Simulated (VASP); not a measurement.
CdBi2, 6 atoms in the cell. Symmetry: P6_3/mmc, No. 194, hexagonal system. Conventional cell: a = 3.842 Å, b = 3.842 Å, c = 14.175 Å, α = 90.00°, β = 90.00°, γ = 120.00°. Cd (site symmetry -6m2) has 6 Bi at 3.13 Å and 6 Cd at 3.84 Å within 4.1 Å. Bi (site symmetry 3m) has 3 Cd at 3.13 Å and 9 Bi at 3.47 to 3.84 Å within 4.1 Å. 

```yaml
Program: VASP 6.6.1
Task: single point
Functional: PBE
Potentials_or_basis: VASP PAW PBE potentials, release 64 (Cd, Bi_d)
Cutoff: 520 eV
k_mesh: 6 × 6 × 2
Occupations: gaussian, width 0.1 eV
Spin: no spin polarisation
Dipole_correction: no
Further_INCAR_settings: ALGO = Fast; EDIFF = 1e-07; NBANDS = 51
```

Potentials or basis: VASP PAW PBE potentials, release 64 (Cd, Bi_d).

The run is started by

```bash
$ cat potpaw_PBE.64/Cd/POTCAR potpaw_PBE.64/Bi_d/POTCAR > POTCAR
$ mpirun -np 1 vasp_std > vasp.out
```

Hardware: 1 thread of Intel Xeon 8259CL, on a shared host.

**Question.** Estimate the wall time of this run.

**Answer.** Wall time 6.9 min on 1 thread of Intel Xeon 8259CL (shared host), peak memory 0.35 GiB. Counts: scf iterations 17, k points 14.
